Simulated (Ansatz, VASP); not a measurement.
One calculation of NiO, two programs

The input INCAR:

```
SYSTEM = NiO
ALGO = Normal
EDIFF = 1E-7
ENCUT = 520
GGA = PS
ISIF = 2
ISMEAR = 0
ISPIN = 2
LASPH = .TRUE.
LCHARG = .FALSE.
LMAXMIX = 4
LORBIT = 11
LREAL = .FALSE.
LWAVE = .FALSE.
MAGMOM = 1.14 0.2
NBANDS = 19
NELM = 150
PREC = Accurate
SIGMA = 0.15
```

Contents of KPOINTS:

```
k-points
0
G
  26 26 26
  0 0 0
```

File POSCAR:

```
NiO
1.0
    0.0000000000      1.9551542807      1.9551542807
    1.9551542807      0.0000000000      1.9551542807
    1.9551542807      1.9551542807      0.0000000000
Ni O
1 1
Direct
    0.0000000000      0.0000000000      0.0000000000
    0.5000000000      0.5000000000      0.5000000000
```

Input for Ansatz:

```yaml
crystal:
  lattice:
    - [0.0, 1.9551542807, 1.9551542807]
    - [1.9551542807, 0.0, 1.9551542807]
    - [1.9551542807, 1.9551542807, 0.0]
  atoms:
    - { symbol: Ni, position: [0.0, 0.0, 0.0], spin: 1.14 }
    - { symbol: O, position: [0.5, 0.5, 0.5], spin: 0.2 }
basis:
  ecutwfc: 420
kpoints:
  mp_grid: { grid: [26, 26, 26] }
hamiltonian:
  xc: pbesol
scf:
  occupations: { method: gaussian, width: 0.15 }
output:
  forces: true
  stress: true
  eigenvalues: true
  populations: true
  write_density: true
  write_potential: true
  elf: true
  volumetric_format: npy
magnetization:
  spin_polarized: true
```

Change from the starting cell: strain -0.050 along x and y, -0.050 along z, atoms carried along.

Alike in both runs: task single point; functional PBEsol; k mesh 26 × 26 × 26; occupations gaussian, width 0.15 eV; collinear spin.

```csv
,VASP,Ansatz
version,VASP 6.6.1,Ansatz 0.2.0
potentials or method,"VASP PAW PBE potentials, release 64 (Ni, O), cutoff 520 eV","scalar-relativistic, plane waves, PAW"
valence electrons in the cell,16,24
```

|  | VASP | Ansatz | Ansatz less VASP |
| --- | --- | --- | --- |
| gap on the k mesh at the Fermi level (eV) | none | none | - |
| pressure (GPa) | 45.2 | 44.4 | -0.79 |
| net moment per atom (μB) | 0.00 | 0.00 | 0.000 |

VASP's potentials were made for PBE, not for PBEsol. A gap of «none» marks a metal or a gap that the smearing closes. Both programs put the cell under a high pressure, so it lies far from rest at this level. VASP's potentials hold 16 valence electrons a cell and Ansatz's 24, so a difference there can come from the potentials and not from the codes. Ansatz's warnings: seeded moment not kept.
